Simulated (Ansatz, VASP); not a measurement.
**One calculation of Sb, two programs**

```
Sb
1.0
     0.00000    2.38310    2.37124
     2.37124    0.00000    2.37124
     2.37124    2.38310    0.00000
Sb
1
Direct
  0.00000 0.00000 0.00000
```

Change from the starting cell: strain +0.0050 x Voigt [0, 1, 0, 0, 0, 0], atoms carried along.

Alike in both runs: task single point; functional PBE; dispersion D3(BJ); k mesh 18 × 18 × 18; occupations gaussian, width 0.15 eV; no spin polarisation.

|  | VASP | Ansatz |
| --- | --- | --- |
| version | VASP 6.6.1 | Ansatz 0.2.0 |
| potentials or method | VASP PAW PBE potentials, release 64 (Sb), cutoff 520 eV | scalar-relativistic, plane waves, PAW |
| valence electrons in the cell | 5 | 15 |

```tsv
	VASP	Ansatz	Ansatz less VASP
gap on the k mesh at the Fermi level (eV)	none	none	-
pressure (GPa)	-1.7	-1.6	+0.14
traceless stress, the component that is largest in VASP (GPa)	0.07	0.07	0.000
```

A gap of «none» marks a metal or a gap that the smearing closes. VASP's potentials hold 5 valence electrons a cell and Ansatz's 15, so a difference there can come from the potentials and not from the codes.

Spin-orbit coupling is off throughout.
